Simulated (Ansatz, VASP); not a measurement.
**C in VASP and in Ansatz**

File INCAR:

```
SYSTEM = C
ALGO = Normal
DIPOL = 0.5 0.5 0.500
EDIFF = 1E-7
ENCUT = 520
GGA = PS
IDIPOL = 3
ISIF = 2
ISMEAR = -1
LASPH = .TRUE.
LCHARG = .FALSE.
LDIPOL = .TRUE.
LREAL = .FALSE.
LWAVE = .FALSE.
NBANDS = 16
NELM = 60
PREC = Accurate
SIGMA = 0.05
```

File KPOINTS:

```
k-points
0
G
  19 5 1
  0 0 0
```

File POSCAR:

```
C
1.0
    1.7062526236      0.0000000000      0.0000000000
    0.0000000000      6.3117731547      0.0000000000
    0.0000000000      0.0000000000     17.9702000000
C
4
Direct
    0.0000000000      0.7500000000      0.4451811658
    0.5000000000      0.2500000000      0.4725905831
    0.5000000000      0.7500000000      0.5274094169
    0.0000000000      0.2500000000      0.5548188342
```

Input for Ansatz:

```yaml
crystal:
  lattice:
    - [1.7062526236, 0.0, 0.0]
    - [0.0, 6.3117731547, 0.0]
    - [0.0, 0.0, 17.9702]
  atoms:
    - { symbol: C, position: [0.0, 0.75, 0.4451811658] }
    - { symbol: C, position: [0.5, 0.25, 0.4725905831] }
    - { symbol: C, position: [0.5, 0.75, 0.5274094169] }
    - { symbol: C, position: [0.0, 0.25, 0.5548188342] }
kpoints:
  mp_grid: { grid: [19, 5, 1] }
scf:
  occupations: { method: fermi_dirac, width: 0.05 }
hamiltonian:
  xc: pbesol
  pseudopotentials: { kind: paw }
output:
  forces: true
  stress: true
  eigenvalues: true
  populations: true
efield:
  axis: 3
  amplitude: 0
  dipole_correction: true
```

Alike in both runs: task single point; functional PBEsol; k mesh 19 × 5 × 1; occupations fermi-dirac, width 0.05 eV; no spin polarisation.

```csv
,VASP,Ansatz
version,VASP 6.6.1,Ansatz 0.2.0
potentials or method,"VASP PAW PBE potentials, release 64 (C)","PAW with Ansatz's default frozen-core files, scalar-relativistic"
plane-wave cutoff (eV),520,420
valence electrons in the cell,16,16
```

```tsv
	VASP	Ansatz	Ansatz less VASP
rms of the force components (eV/Å)	0.304	0.323	+0.0188
```

VASP's potentials were made for PBE, not for PBEsol. Atom by atom the forces differ by 0.019 eV/Å (rms over components).
